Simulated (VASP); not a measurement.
Set up this calculation in VASP 6.6.1, as the native input.

| Quantity | Value |
| --- | --- |
| Task | single point |
| Functional | PBE |
| Potentials or basis | VASP PAW PBE potentials, release 64 (Ga_d, P) |
| Cutoff | 520 eV |
| k mesh | 8 × 8 × 8 |
| Occupations | gaussian, width 0.05 eV |
| Spin | no spin polarisation |
| Dipole correction | no |
| Further INCAR settings | ALGO = Normal; EDIFF = 1e-07; NBANDS = 16 |

The structure of GaP lies in POSCAR:

```
GaP
1.0
    0.0000000000      2.8901636530      2.8213502327
    2.8901636530      0.0000000000      2.8213502327
    2.8901636530      2.8901636530      0.0000000000
Ga P
1 1
Direct
    0.0000000000      0.0000000000      0.0000000000
    0.7500000000      0.7500000000      0.7500000000
```

This cell differs from its parent crystal: strain +0.050 along x and y, +0.025 along z.

One way to write it, as run:

INCAR

```
SYSTEM = GaP
  PREC = Accurate
  ENCUT = 520
  EDIFF = 1E-7
  ISMEAR = 0
  SIGMA = 0.05
  LREAL = .FALSE.
  LASPH = .TRUE.
  NELM = 80
  ALGO = Normal
  ISIF = 2
  LWAVE = .FALSE.
  LCHARG = .FALSE.
  GGA = PE
  NBANDS = 16
```

KPOINTS

```
Automatic mesh
0
G
  8 8 8
  0 0 0
```

Potentials or basis: VASP PAW PBE potentials, release 64 (Ga_d, P).

Command:

```bash
$ cat potpaw_PBE.64/Ga_d/POTCAR potpaw_PBE.64/P/POTCAR > POTCAR
$ mpirun -np 1 vasp_std > vasp.out
```

Results of the run:

```
Pressure               : -7.0 GPa
Band gap on the k mesh : 0.54 eV, direct
```

Caveat: the cell differs from its parent crystal (strain +0.050 along x and y, +0.025 along z).

It took 68 s on 1 thread of AMD EPYC 7R43 64-Core Processor (Zen 3) (shared host), peak memory 0.15 GiB.
